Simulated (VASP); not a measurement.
# As3RuW (Pm-3m) in VASP: notebook

The runs below take As3RuW through single point, relaxation of cell and atoms, with PBE.

Everything below comes from runs of VASP 6.6.1. Logs are shortened: lines on timing, memory, paths and dates and some standing lists are left out, and cuts for length are marked.

**1. The cell of the first run**

The structure is cubic, space group Pm-3m (No. 221). Conventional cell: a = 4.807 Å, b = 4.807 Å, c = 4.807 Å, α = 90.00°, β = 90.00°, γ = 90.00°. As (site symmetry 4/mmm) has 2 W at 2.40 Å within 3.2 Å. Ru (site symmetry m-3m) has 12 As at 3.40 Å and 8 W at 4.16 Å within 4.5 Å. Within 3.2 Å of W (site symmetry m-3m) lie 6 As at 2.40 Å.

**2. Single point, PBE**

File INCAR:

```
PREC = Accurate
ENCUT = 520
EDIFF = 1E-7
ISMEAR = 0
SIGMA = 0.1
LREAL = False
LASPH = True
NELM = 100
ALGO = Normal
ISIF = 2
LWAVE = False
LCHARG = False
GGA = PE
NBANDS = 30
```

File KPOINTS:

```
Automatic mesh
0
Gamma
  4 4 4
```

File POSCAR:

```
As3RuW
1.0
    4.8065878235      0.0000000000      0.0000000000
    0.0000000000      4.8065878235      0.0000000000
    0.0000000000      0.0000000000      4.8065878235
As Ru W
3 1 1
Direct
    0.0000000000      0.5000000000      0.5000000000
    0.5000000000      0.0000000000      0.5000000000
    0.5000000000      0.5000000000      0.0000000000
    0.0000000000      0.0000000000      0.0000000000
    0.5000000000      0.5000000000      0.5000000000
```

Potentials or basis: VASP PAW PBE potentials, release 64 (As, Ru_pv, W_sv).

Launch:

```
> cat potpaw_PBE.64/As/POTCAR potpaw_PBE.64/Ru_pv/POTCAR potpaw_PBE.64/W_sv/POTCAR > POTCAR
> mpirun -np 1 vasp_std > vasp.out
```

OUTCAR:

```text
PREC = Accurate
   ENCUT = 520
   EDIFF = 1E-7
   ISMEAR = 0
   LREAL = False
   LASPH = True
   NELM = 100
   ISIF = 2
   GGA = PE

 ion  position               nearest neighbor table
   1  0.000  0.500  0.500-   5 2.40   5 2.40
   2  0.500  0.000  0.500-   5 2.40   5 2.40
   3  0.500  0.500  0.000-   5 2.40   5 2.40
   4  0.000  0.000  0.000-
   5  0.500  0.500  0.500-   1 2.40   2 2.40   3 2.40   3 2.40   2 2.40   1 2.40

  LATTYP: Found a simple cubic cell.
 ALAT       =     4.8065878235

  Lattice vectors:

 A1 = (   4.8065878235,   0.0000000000,   0.0000000000)
 A2 = (   0.0000000000,   4.8065878235,   0.0000000000)
 A3 = (   0.0000000000,   0.0000000000,   4.8065878235)

Analysis of symmetry for initial positions (statically):
=====================================================================
 Subroutine PRICEL returns:
 Original cell was already a primitive cell.

 Routine SETGRP: Setting up the symmetry group for a
 simple cubic supercell.

 Subroutine GETGRP returns: Found 48 space group operations
 (whereof 48 operations were pure point group operations)
 out of a pool of 48 trial point group operations.

The static configuration has the point symmetry O_h .

Analysis of symmetry for dynamics (positions and initial velocities):
=====================================================================
 Subroutine PRICEL returns:
 Original cell was already a primitive cell.

 Routine SETGRP: Setting up the symmetry group for a
 simple cubic supercell.

 Subroutine GETGRP returns: Found 48 space group operations
 (whereof 48 operations were pure point group operations)
 out of a pool of 48 trial point group operations.

The dynamic configuration has the point symmetry O_h .

 Subroutine INISYM returns: Found 48 space group operations
 (whereof 48 operations are pure point group operations),
 and found     1 'primitive' translations

----------------------------------------------------------------------------------------

                                     Primitive cell

  volume of cell :     111.0480

  direct lattice vectors                    reciprocal lattice vectors
     4.806587824  0.000000000  0.000000000     0.208047795  0.000000000  0.000000000
     0.000000000  4.806587824  0.000000000     0.000000000  0.208047795  0.000000000
     0.000000000  0.000000000  4.806587824     0.000000000  0.000000000  0.208047795

  length of vectors
     4.806587824  4.806587824  4.806587824     0.208047795  0.208047795  0.208047795

  position of ions in fractional coordinates (direct lattice)
     0.000000000  0.500000000  0.500000000
     0.500000000  0.000000000  0.500000000
     0.500000000  0.500000000  0.000000000
     0.000000000  0.000000000  0.000000000
     0.500000000  0.500000000  0.500000000

  ion indices of the primitive-cell ions
   primitive index   ion index
                 1           1
                 2           2
                 3           3
                 4           4
                 5           5

----------------------------------------------------------------------------------------

 KPOINTS: Automatic mesh

Automatic generation of k-mesh.
 Grid dimensions read from file:
 generate k-points for:    4    4    4

 Generating k-lattice:

  Cartesian coordinates                     Fractional coordinates (reciprocal lattice)
     0.052011949  0.000000000  0.000000000     0.250000000  0.000000000  0.000000000
     0.000000000  0.052011949  0.000000000     0.000000000  0.250000000  0.000000000
     0.000000000  0.000000000  0.052011949     0.000000000  0.000000000  0.250000000

  Length of vectors
     0.052011949  0.052011949  0.052011949

  Shift w.r.t. Gamma in fractional coordinates (k-lattice)
     0.000000000  0.000000000  0.000000000

 Subroutine IBZKPT returns following result:
 ===========================================

 Found     10 irreducible k-points:

 Following reciprocal coordinates:
            Coordinates               Weight
  0.000000  0.000000  0.000000      1.000000
  0.250000  0.000000  0.000000      6.000000
  0.500000  0.000000  0.000000      3.000000
  0.250000  0.250000  0.000000     12.000000
  0.500000  0.250000  0.000000     12.000000
  0.500000  0.500000  0.000000      3.000000
  0.250000  0.250000  0.250000      8.000000
  0.500000  0.250000  0.250000     12.000000
  0.500000  0.500000  0.250000      6.000000
  0.500000  0.500000  0.500000      1.000000
   k-points           NKPTS =     10   k-points in BZ     NKDIM =     10   number of bands    NBANDS=     30
   number of dos      NEDOS =    301   number of ions     NIONS =      5
   total plane-waves  NPLWV =  46656
   dimension x,y,z NGX =    36 NGY =   36 NGZ =   36
   dimension x,y,z NGXF=    72 NGYF=   72 NGZF=   72
   ions per type =               3   1   1
   NGX,Y,Z   is equivalent  to a cutoff of  12.45, 12.45, 12.45 a.u.
   NGXF,Y,Z  is equivalent  to a cutoff of  24.90, 24.90, 24.90 a.u.
 SYSTEM =  unknown system
   PREC   = accura    normal or accurate (medium, high low for compatibility)
   ISTART =      0    job   : 0-new  1-cont  2-samecut
   ICHARG =      2    charge: 1-file 2-atom 10-const
   ISPIN  =      1    spin polarized calculation?
   LNONCOLLINEAR =      F non collinear calculations
   LSORBIT =      F    spin-orbit coupling
   LASPH  =      T    aspherical Exc in radial PAW
   ENCUT  =  520.0 eV  38.22 Ry    6.18 a.u.   8.94  8.94  8.94*2*pi/ulx,y,z
   NELM   =    100;   NELMIN=  2; NELMDL= -5     # of ELM steps
   EDIFF  = 0.1E-06   stopping-criterion for ELM
   LREAL  =      F    real-space projection
   EDIFFG = 0.1E-05   stopping-criterion for IOM
   NSW    =      0    number of steps for IOM
   IBRION =     -1    ionic relax: 0-MD 1-quasi-New 2-CG
   NFREE  =      0    steps in history (QN), initial steepest desc. (CG)
   ISIF   =      2    stress and relaxation
   ISYM   =      2    0-nonsym 1-usesym 2-fastsym
   POTIM  = 0.5000    time-step for ionic-motion
   TEBEG  =    0.0;   TEEND  =   0.0 temperature during run
   PSTRESS=    0.0 pullay stress
   NELECT =      43.0000    total number of electrons
   NUPDOWN=      -1.0000    fix difference up-down
   EMIN   =  10.00;   EMAX   =-10.00  energy-range for DOS
   EFERMI =   0.00;   METHOD = LEGACY
   ISMEAR =     0;   SIGMA  =   0.10  broadening in eV -4-tet -1-fermi 0-gaus
   EFERMI_NEDOS =   21; number of points for ismear=-14 and -15
   IALGO  =     38    algorithm
   IMIX   =      4    mixing-type and parameters
     AMIX     =   0.40;   BMIX     =  1.00
     AMIX_MAG =   1.60;   BMIX_MAG =  1.00
  volume/ion in A,a.u.               =      22.21       149.88
  Fermi-wavevector in a.u.,A,eV,Ry     =   1.193239  2.254895 19.372237  1.423819
  Thomas-Fermi vector in A             =   2.329258
   LORBIT       =      0    0 simple, 1 ext, 2 COOP (PROOUT), +10 PAW based schemes
   GGA     = PE    functional components
   LHFCALC =     F    Hartree Fock is set to
   AEXX    =    0.0000 exact exchange contribution
   IVDW    =     0    specifies the selected vdW correction
   LEPSILON=     F    determine dielectric tensor
   LRPA    =     F    only Hartree local field effects (RPA)
 non-spin polarized calculation
 Gauss-broadening in eV      SIGMA  =   0.10
  energy-cutoff  :      520.00
  volume of cell :      111.05
 maximum number of plane-waves:      3016
 NGX is ok and might be reduce to    36
   NGX = 17   NGY = 17   NGZ = 17

 number of electron      43.0000002 magnetization

 Free energy of the ion-electron system (eV)
  ---------------------------------------------------
  ext. energy  EPLUGINS =         0.00000000
  ---------------------------------------------------
  free energy    TOTEN  =       -30.22299952 eV

  energy without entropy =      -30.19343079  energy(sigma->0) =      -30.20821515

 E-fermi :   5.4260     XC(G=0): -10.3870

 val. band max:        5.3722078307   @ k =   0.5000   0.2500   0.0000
 cond. band min:       5.4328008868   @ k =   0.5000   0.5000   0.0000
 fundamental gap:      0.0605930561
 Fermi energy:         5.4259972887

 k-point     1 :       0.0000    0.0000    0.0000
  band No.  band energies     occupation
      1     -68.8408      2.00000
      2     -35.8960      2.00000
      3     -35.8960      2.00000
      4     -35.8960      2.00000
      5     -33.1896      2.00000
      6     -33.1896      2.00000
[... 22 lines left out ...]
     29       7.4192      0.00000
     30       7.4192      0.00000

 k-point     2 :       0.2500    0.0000    0.0000
  band No.  band energies     occupation
      1     -68.8410      2.00000
      2     -35.8962      2.00000
      3     -35.8960      2.00000
      4     -35.8960      2.00000
      5     -33.1893      2.00000
      6     -33.1893      2.00000
[... 22 lines left out ...]
     29       7.3690      0.00000
     30       8.7276      0.00000

 k-point     3 :       0.5000    0.0000    0.0000
  band No.  band energies     occupation
      1     -68.8412      2.00000
      2     -35.8964      2.00000
      3     -35.8960      2.00000
      4     -35.8960      2.00000
      5     -33.1891      2.00000
      6     -33.1891      2.00000
[... 22 lines left out ...]
     29       7.8067      0.00000
     30       9.6757      0.00000

 k-point     4 :       0.2500    0.2500    0.0000
  band No.  band energies     occupation
      1     -68.8412      2.00000
      2     -35.8962      2.00000
      3     -35.8962      2.00000
      4     -35.8960      2.00000
      5     -33.1891      2.00000
      6     -33.1877      2.00000
[... 154 lines left out ...]
     29      10.5852      0.00000
     30      10.7725      0.00000

 k-point     9 :       0.5000    0.5000    0.2500
  band No.  band energies     occupation
      1     -68.8416      2.00000
      2     -35.8963      2.00000
      3     -35.8963      2.00000
      4     -35.8961      2.00000
      5     -33.1869      2.00000
      6     -33.1855      2.00000
[... 22 lines left out ...]
     29      10.5956      0.00000
     30      13.0695      0.00000

 k-point    10 :       0.5000    0.5000    0.5000
  band No.  band energies     occupation
      1     -68.8418      2.00000
      2     -35.8963      2.00000
      3     -35.8963      2.00000
      4     -35.8963      2.00000
      5     -33.1853      2.00000
      6     -33.1853      2.00000
[... 22 lines left out ...]
     29      12.6433      0.00000
     30      12.6433      0.00000

------------------------ aborting loop because EDIFF is reached ----------------------------------------

  FORCE on cell =-STRESS in cart. coord.  units (eV):
  Direction    XX          YY          ZZ          XY          YZ          ZX
  --------------------------------------------------------------------------------------
  -------------------------------------------------------------------------------------
  Total        0.3012150      0.3012150      0.3012150      0.0000000      0.0000000     -0.0000000
  in kB        4.3458679      4.3458679      4.3458679      0.0000000      0.0000000     -0.0000000
  external PRESSURE =       4.3458679 kB  Pullay stress =       0.0000000 kB

 VOLUME and BASIS-vectors are now :
 -----------------------------------------------------------------------------
  energy-cutoff  :      520.00
  volume of cell :      111.05
      direct lattice vectors                 reciprocal lattice vectors
     4.806587824  0.000000000  0.000000000     0.208047795  0.000000000  0.000000000
     0.000000000  4.806587824  0.000000000     0.000000000  0.208047795  0.000000000
     0.000000000  0.000000000  4.806587824     0.000000000  0.000000000  0.208047795

 POSITION                                       TOTAL-FORCE (eV/Angst)
 -----------------------------------------------------------------------------------
      0.00000      2.40329      2.40329         0.000000      0.000000      0.000000
      2.40329      0.00000      2.40329         0.000000      0.000000      0.000000
      2.40329      2.40329      0.00000         0.000000      0.000000      0.000000
      0.00000      0.00000      0.00000         0.000000      0.000000      0.000000
      2.40329      2.40329      2.40329         0.000000      0.000000      0.000000
 -----------------------------------------------------------------------------------
    total drift:                                0.000000      0.000000      0.000000

  FREE ENERGIE OF THE ION-ELECTRON SYSTEM (eV)
  ---------------------------------------------------
  free  energy   TOTEN  =       -30.2229995154 eV

  energy  without entropy=      -30.1934307856  energy(sigma->0) =      -30.20821515
```

It took 39 s on 1 thread of Intel Xeon Platinum 8488C (Sapphire Rapids), shared host; peak memory 0.22 GiB.

Results:

- Free energy: -30.2230 eV
- Pressure: 0.4 GPa

Caveat: spin-orbit coupling is left out, which moves the levels of the heavy elements.

**3. Relaxation of cell and atoms, PBE**

This run uses another cell than the first one, of 17.32 Å³/atom, 0.780 times its volume.

File INCAR:

```
SYSTEM = As3RuW
PREC = Accurate
ENCUT = 600
EDIFF = 1E-7
ISMEAR = 0
SIGMA = 0.1
LREAL = .False.
LASPH = .True.
NELM = 80
ALGO = Normal
ISIF = 3
LWAVE = .False.
LCHARG = .False.
GGA = PE
IBRION = 2
NSW = 90
EDIFFG = -0.04
```

File KPOINTS:

```
Automatic mesh
0
Gamma
  4 4 4
  0 0 0
```

Changes to POSCAR since step 2:

```diff
@@ -2,5 +2,5 @@
 1.0
-    4.8065878235      0.0000000000      0.0000000000
-    0.0000000000      4.8065878235      0.0000000000
-    0.0000000000      0.0000000000      4.8065878235
+    4.4246063773      0.0000000000      0.0000000000
+    0.0000000000      4.4246063773      0.0000000000
+    0.0000000000      0.0000000000      4.4246063773
 As Ru W
```

Potentials or basis: VASP PAW PBE potentials, release 64 (As, Ru_pv, W_sv).

Launch:

```
> cat potpaw_PBE.64/As/POTCAR potpaw_PBE.64/Ru_pv/POTCAR potpaw_PBE.64/W_sv/POTCAR > POTCAR
> mpirun -np 1 vasp_std > vasp.out
```

Run time: 3.2 min. Hardware: 1 thread of Intel Xeon Platinum 8488C (Sapphire Rapids), shared host; peak memory 0.23 GiB.

The run converged. Its results:

| Property | Result |
| --- | --- |
| Free energy | -30.2183 eV |
| Relaxed volume | 22.30 Å³/atom |
| Relaxed cell | a = 4.813 Å, b = 4.813 Å, c = 4.813 Å, α = 90.00°, β = 90.00°, γ = 90.00° |
| Space group after relaxing (to 0.05 Å) | Pm-3m (No. 221) |
| Energy gained by relaxing | 552.5 meV/atom |
| Ionic steps | 5 |
| Pressure after relaxing | 0.0 GPa |

Step by step:
| step | energy change (eV) | largest force (eV/Å) | pressure (GPa) | volume (Å³) |
| --- | --- | --- | --- | --- |
| 1 | 0.0000 | 0.0000 | 44.23 | 86.62 |
| 2 | 0.8031 | 0.0000 | -16.07 | 161.47 |
| 3 | -2.7467 | 0.0000 | -2.07 | 113.89 |
| 4 | -2.7611 | 0.0000 | -0.59 | 112.17 |
| 5 | -2.7623 | 0.0000 | 0.00 | 111.51 |

Final structure:
```
CELL_PARAMETERS angstrom
4.81330 0.00000 0.00000
0.00000 4.81330 0.00000
0.00000 0.00000 4.81330
ATOMIC_POSITIONS crystal
As 0.00000 0.50000 0.50000
As 0.50000 0.00000 0.50000
As 0.50000 0.50000 0.00000
Ru 0.00000 0.00000 0.00000
W 0.50000 0.50000 0.50000
```

Levels at points of the mesh, in eV from the Fermi level:
| k point | band 18 | band 19 | band 20 | band 21 | band 22 | band 23 | band 24 | band 25 |
| --- | --- | --- | --- | --- | --- | --- | --- | --- |
| (0.00, 0.00, 0.00) | -0.64 | -0.22 | -0.22 | -0.22 | -0.12 | -0.12 | -0.12 | 0.29 |
| (0.50, 0.00, 0.00) | -1.36 | -0.41 | -0.28 | -0.28 | -0.19 | 1.18 | 1.50 | 1.50 |
| (0.50, 0.50, 0.00) | -1.63 | -0.35 | -0.35 | -0.21 | 0.01 | 0.01 | 1.05 | 2.97 |
| (0.50, 0.50, 0.50) | -0.18 | -0.18 | -0.15 | -0.15 | 0.12 | 1.73 | 1.73 | 1.73 |

Caveat: the volume moved by over 15 % at a fixed basis, so the end points are rough; spin-orbit coupling is left out, which moves the levels of the heavy elements.

**4. Single point, PBE**

This run uses another cell than the first one, of 22.29 Å³/atom, 1.004 times its volume.

File INCAR:

```
PREC = Accurate
ENCUT = 520
EDIFF = 1E-6
ISMEAR = 0
SIGMA = 0.1
LREAL = F
LASPH = T
NELM = 80
ALGO = Normal
ISIF = 2
LWAVE = F
LCHARG = T
GGA = PE
LELF = T
LVHAR = T
NBANDS = 30
```

File KPOINTS:

```
regular mesh
0
Gamma
  8 8 8
```

Changes to POSCAR since step 3:

```diff
@@ -2,5 +2,5 @@
 1.0
-    4.4246063773      0.0000000000      0.0000000000
-    0.0000000000      4.4246063773      0.0000000000
-    0.0000000000      0.0000000000      4.4246063773
+    4.8125338421      0.0000000000      0.0000000000
+    0.0000000000      4.8125338421      0.0000000000
+    0.0000000000      0.0000000000      4.8125338421
 As Ru W
```

Launch:

```
> cat potpaw_PBE.64/As/POTCAR potpaw_PBE.64/Ru_pv/POTCAR potpaw_PBE.64/W_sv/POTCAR > POTCAR
> mpirun -np 1 vasp_std > vasp.out
```

Run time: 86 s. Hardware: 1 thread of Intel Xeon Platinum 8488C (Sapphire Rapids), shared host; peak memory 0.28 GiB.

Results (log left out):

| Property | Result |
| --- | --- |
| Free energy | -30.2372 eV |
| Pressure | 0.1 GPa |

Levels at points of the mesh, in eV from the Fermi level:
| k point | band 20 | band 21 | band 22 | band 23 | band 24 | band 25 |
| --- | --- | --- | --- | --- | --- | --- |
| (0.00, 0.00, 0.00) | -0.21 | -0.21 | -0.13 | -0.13 | -0.13 | 0.29 |
| (0.50, 0.00, 0.00) | -0.28 | -0.28 | -0.22 | 1.16 | 1.50 | 1.50 |
| (0.50, 0.50, 0.00) | -0.37 | -0.23 | 0.00 | 0.00 | 1.07 | 2.36 |
| (0.50, 0.50, 0.50) | -0.18 | -0.18 | 0.11 | 1.77 | 1.77 | 1.77 |

Caveat: spin-orbit coupling is left out, which moves the levels of the heavy elements.

[end of part 1 of 2]
